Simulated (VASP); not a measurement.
# Fe: single point with r2SCAN

Crystal: Fe.

```
Fe
1.0
     0.00000    1.78450    1.78450
     3.56900    0.00000    3.56900
     1.78450    1.78450    0.00000
Fe
2
Cartesian
  0.0000 0.0000 0.0000
  1.7845 0.0000 1.7845
```

This isn't the form of Fe at room conditions, which is bcc.

* Program: VASP 6.6.1
* Task: single point
* Functional: r2SCAN
* Potentials or basis: VASP PAW PBE potentials, release 64 (Fe)
* Cutoff: 520 eV
* k mesh: 12 × 6 × 12
* Occupations: fermi-dirac, width 0.1 eV
* Spin: collinear spin, ferromagnetic start
* Starting moments: [0.4, 0.4] μB

* Pressure: -30.5 GPa
* Band gap on the k mesh: zero (filled and empty bands overlap)
* Net moment: 0.00 μB per cell
* Valence electrons inside the program's atomic spheres: Fe 7.27

Levels at points of the mesh, in eV from the Fermi level:
Spin up:
```csv
k point,band 6,band 7,band 8,band 9,band 10,band 11
"(0.00, 0.00, 0.00)",-1.42,-1.42,-0.08,-0.08,0.09,0.87
"(0.50, 0.00, 0.00)",0.09,0.82,0.87,0.87,1.13,1.13
"(0.00, 0.50, 0.00)",-1.19,-1.19,-1.19,0.04,0.04,0.04
"(0.50, 0.50, 0.00)",-1.50,-0.42,-0.42,0.94,0.94,3.59
```
Spin down:
| k point | band 6 | band 7 | band 8 | band 9 | band 10 | band 11 |
| --- | --- | --- | --- | --- | --- | --- |
| (0.00, 0.00, 0.00) | -1.42 | -1.42 | -0.08 | -0.08 | 0.09 | 0.87 |
| (0.50, 0.00, 0.00) | 0.09 | 0.82 | 0.87 | 0.87 | 1.13 | 1.13 |
| (0.00, 0.50, 0.00) | -1.19 | -1.19 | -1.19 | 0.04 | 0.04 | 0.04 |
| (0.50, 0.50, 0.00) | -1.50 | -0.42 | -0.42 | 0.94 | 0.94 | 3.59 |

Wall time 4.9 min on 1 thread of Intel(R) Xeon(R) Platinum 8488C (Sapphire Rapids) (shared host), peak memory 0.2 GiB.

Caveat: the cell stands under tension; the PAW data sets were made with another functional, which shifts forces and pressure a little.
